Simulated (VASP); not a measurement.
Input of a VASP 6.6.1 run:

INCAR

```
SYSTEM = Li4Nb4O11
ALGO = Normal
EDIFF = 1E-6
ENCUT = 520
GGA = PS
ISIF = 2
ISMEAR = 0
LASPH = .TRUE.
LCHARG = .TRUE.
LELF = .TRUE.
LREAL = Auto
LVHAR = .TRUE.
LWAVE = .FALSE.
NBANDS = 80
NELECT = 128.0
NELM = 60
PREC = Accurate
SIGMA = 0.05
```

Contents of KPOINTS:

```
k-points
0
G
  4 4 4
  0 0 0
```

The input POSCAR:

```
Li4Nb4O11
1.0
    5.1950821957      0.0000000000      0.0000000000
    0.0000000000      2.9993821042     -4.7271664166
    0.0000000000      5.9987642083      4.7271664167
Li Nb O
4 4 11
Direct
    0.0000000000      0.2865432153      0.3567283924
    0.5000000000      0.7865432153      0.8567283924
    0.0000000000      0.7134567847      0.6432716076
    0.5000000000      0.2134567847      0.1432716076
    0.0000000000      0.7111568631      0.1444215685
    0.5000000000      0.2111568631      0.6444215685
    0.0000000000      0.2888431369      0.8555784315
    0.5000000000      0.7888431369      0.3555784315
    0.8020967884      0.0253128181      0.7589912829
    0.3020967884      0.5253128181      0.2589912829
    0.3273039138      0.1547135204      0.8883919851
    0.3705992977      0.8526167320      0.5862951967
    0.8705992977      0.3526167320      0.0862951967
    0.1979032116      0.9746871819      0.2410087171
    0.6979032116      0.4746871819      0.7410087171
    0.1726960862      0.3452864796      0.6116080149
    0.6622943055      0.6150727617      0.2145039973
    0.6294007023      0.1473832680      0.4137048033
    0.1294007023      0.6473832680      0.9137048033
```

Potentials or basis: VASP PAW PBE potentials, release 64 (Li_sv, Nb_sv, O).

Launch:

```bash
$ cat potpaw_PBE.64/Li_sv/POTCAR potpaw_PBE.64/Nb_sv/POTCAR potpaw_PBE.64/O/POTCAR > POTCAR
$ mpirun -np 1 vasp_std > vasp.out
```

What does it give for the largest force?

16.539 eV/Å.

Forces in eV/Å, atoms in the order of the input:
```
Li   0.317 -0.201  0.475
Li  -0.381 -0.851 -0.548
Li   0.437  0.761  0.442
Li  -0.347  0.285 -0.759
Nb   5.201 -3.850  0.872
Nb  -0.811  1.390  0.674
Nb  -0.100 -1.113  0.158
Nb  -9.929 12.699 -3.698
O   -0.080 -0.036  0.444
O   -6.584 -0.285  0.059
O    0.361 -0.008  0.182
O    0.360 -0.030  1.383
O    2.212 -1.965  1.354
O    0.460 -0.195  0.693
O    0.144  0.010 -0.398
O    0.040 -0.018 -0.232
O    8.749 -6.176 -1.086
O    0.735 -2.486 -0.179
O   -0.786  2.069  0.164
```

Caveat: the cell carries a net charge on a neutralising background, which shifts energy and pressure; the cell differs from its parent crystal (atoms taken out, atom 17 moved 0.500 of the way to it and -0.900 Å across, host rigid); the PAW data sets were made with another functional, which shifts forces and pressure a little.
